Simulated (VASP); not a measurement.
# In (Pm-3m) in VASP: further runs, part 2 of 2

VASP 6.6.1. The steps go on from the part before.

## 6. Single point, LDA (volume scaled by 0.78)

The input, INCAR:

```
SYSTEM = In
PREC = Accurate ; ENCUT = 520
EDIFF = 1E-6 ; ISMEAR = -1
SIGMA = 0.05 ; LREAL = .FALSE.
LASPH = .TRUE. ; NELM = 60
ALGO = Normal ; ISIF = 2
LWAVE = .FALSE. ; LCHARG = .FALSE.
NBANDS = 12
```

The input, KPOINTS:

```
regular mesh
0
G
  14 14 14
  0 0 0
```

The input, POSCAR:

```
In
1.0
    2.7345592972      0.0000000000      0.0000000000
    0.0000000000      2.7345592972      0.0000000000
    0.0000000000      0.0000000000      2.7345592972
In
1
Direct
    0.0000000000      0.0000000000      0.0000000000
```

Potentials or basis: VASP PAW LDA potentials, release 64 (In_d).

Run with:

```console
$ cat potpaw_LDA.64/In_d/POTCAR > POTCAR
$ mpirun -np 1 vasp_std > vasp.out
```

OUTCAR:

```text
SYSTEM = In
   PREC = Accurate
   ENCUT = 520
   EDIFF = 1E-6
   ISMEAR = -1
   LREAL = .FALSE.
   LASPH = .TRUE.
   NELM = 60
   ISIF = 2

 ion  position               nearest neighbor table
   1  0.000  0.000  0.000-

  LATTYP: Found a simple cubic cell.
 ALAT       =     2.7345592972

  Lattice vectors:

 A1 = (   2.7345592972,   0.0000000000,   0.0000000000)
 A2 = (   0.0000000000,   2.7345592972,   0.0000000000)
 A3 = (   0.0000000000,   0.0000000000,   2.7345592972)

Analysis of symmetry for initial positions (statically):
=====================================================================
 Subroutine PRICEL returns:
 Original cell was already a primitive cell.

 Routine SETGRP: Setting up the symmetry group for a
 simple cubic supercell.

 Subroutine GETGRP returns: Found 48 space group operations
 (whereof 48 operations were pure point group operations)
 out of a pool of 48 trial point group operations.

The static configuration has the point symmetry O_h .

Analysis of symmetry for dynamics (positions and initial velocities):
=====================================================================
 Subroutine PRICEL returns:
 Original cell was already a primitive cell.

 Routine SETGRP: Setting up the symmetry group for a
 simple cubic supercell.

 Subroutine GETGRP returns: Found 48 space group operations
 (whereof 48 operations were pure point group operations)
 out of a pool of 48 trial point group operations.

The dynamic configuration has the point symmetry O_h .

 Subroutine INISYM returns: Found 48 space group operations
 (whereof 48 operations are pure point group operations),
 and found     1 'primitive' translations

----------------------------------------------------------------------------------------

                                     Primitive cell

  volume of cell :      20.4485

  direct lattice vectors                    reciprocal lattice vectors
[... 106 lines left out ...]
  volume/ion in A,a.u.               =      20.45       137.99
  Fermi-wavevector in a.u.,A,eV,Ry     =   1.407674  2.660117 26.960552  1.981545
  Thomas-Fermi vector in A             =   2.529909
   LORBIT       =      0    0 simple, 1 ext, 2 COOP (PROOUT), +10 PAW based schemes
   GGA     = CA    functional components
   LHFCALC =     F    Hartree Fock is set to
   AEXX    =    0.0000 exact exchange contribution
   IVDW    =     0    specifies the selected vdW correction
   LEPSILON=     F    determine dielectric tensor
   LRPA    =     F    only Hartree local field effects (RPA)
 non-spin polarized calculation
  energy-cutoff  :      520.00
  volume of cell :       20.45
 maximum number of plane-waves:       564
   NGX = 11   NGY = 11   NGZ = 11

 number of electron      12.9999992 magnetization

 Free energy of the ion-electron system (eV)
  ---------------------------------------------------
  ext. energy  EPLUGINS =         0.00000000
  ---------------------------------------------------
  free energy    TOTEN  =        -2.83943715 eV

  energy without entropy =       -2.83565561  energy(sigma->0) =       -2.83754638

 E-fermi :  10.1853     XC(G=0): -11.6743

 val. band max:       10.1572954933   @ k =   0.5000   0.5000   0.2143
 cond. band min:      10.1971680588   @ k =   0.3571   0.2857   0.0000
 fundamental gap:      0.0398725655
 Fermi energy:        10.1852747606

 k-point     1 :       0.0000    0.0000    0.0000
  band No.  band energies     occupation
      1      -5.6950      2.00000
      2      -5.6950      2.00000
      3      -4.0964      2.00000
      4      -4.0964      2.00000
      5      -4.0964      2.00000
      6      -1.2254      2.00000
      7      19.1143      0.00000
      8      19.1143      0.00000
      9      19.1143      0.00000
     10      23.2032      0.00000
     11      23.2032      0.00000
     12      25.1146      0.00000
[... 331 lines left out ...]
 k-point    24 :       0.3571    0.2143    0.0000
  band No.  band energies     occupation
      1      -5.3675      2.00000
      2      -4.7793      2.00000
      3      -4.6141      2.00000
      4      -4.4480      2.00000
      5      -4.2375      2.00000
      6       2.7630      2.00000
      7       9.6104      1.99998
      8      16.0032      0.00000
      9      21.9267      0.00000
     10      23.5439      0.00000
     11      24.8327      0.00000
     12      29.2746      0.00000

 [... further k-points ...]
[... 5 lines left out ...]
  --------------------------------------------------------------------------------------
  -------------------------------------------------------------------------------------
  Total        2.7730973      2.7730973      2.7730973      0.0000000      0.0000000     -0.0000000
  in kB      217.2769518    217.2769518    217.2769518      0.0000000      0.0000000     -0.0000000
  external PRESSURE =     217.2769518 kB  Pullay stress =       0.0000000 kB

 VOLUME and BASIS-vectors are now :
 -----------------------------------------------------------------------------
  energy-cutoff  :      520.00
  volume of cell :       20.45
      direct lattice vectors                 reciprocal lattice vectors
     2.734559297  0.000000000  0.000000000     0.365689638  0.000000000  0.000000000
     0.000000000  2.734559297  0.000000000     0.000000000  0.365689638  0.000000000
     0.000000000  0.000000000  2.734559297     0.000000000  0.000000000  0.365689638

 POSITION                                       TOTAL-FORCE (eV/Angst)
 -----------------------------------------------------------------------------------
      0.00000      0.00000      0.00000         0.000000      0.000000      0.000000
 -----------------------------------------------------------------------------------
    total drift:                               -0.000000     -0.000000     -0.000000

  FREE ENERGIE OF THE ION-ELECTRON SYSTEM (eV)
  ---------------------------------------------------
  free  energy   TOTEN  =        -2.8394371542 eV

  energy  without entropy=       -2.8356556137  energy(sigma->0) =       -2.83754638
```

It took 12 s on 1 thread of AMD EPYC 7R13 (Zen 3), shared host; peak memory 0.11 GiB.

Results:

* Free energy: -2.8394 eV
* Pressure: 21.7 GPa

Caveat: spin-orbit coupling is left out, which moves the levels of the heavy elements.

## 7. Summary

```tsv
cell	gap on the mesh (eV)	pressure (GPa)
a = 2.358 Å, 1 atom	none	192.2
a = 2.477 Å, 1 atom	none	103.3
a = 2.612 Å, 1 atom	none	48.3
a = 2.735 Å, 1 atom	none	21.7
```

Alike in all rows: task single point; level LDA; potentials or basis VASP PAW LDA potentials, release 64 (In_d); no spin polarisation; k mesh 14 × 14 × 14; cutoff (eV) 520; smearing fermi-dirac 0.05 eV.

Caveats: spin-orbit coupling is left out, which moves the levels of the heavy elements.

Absolute energies hang on the potentials; compare differences alone.
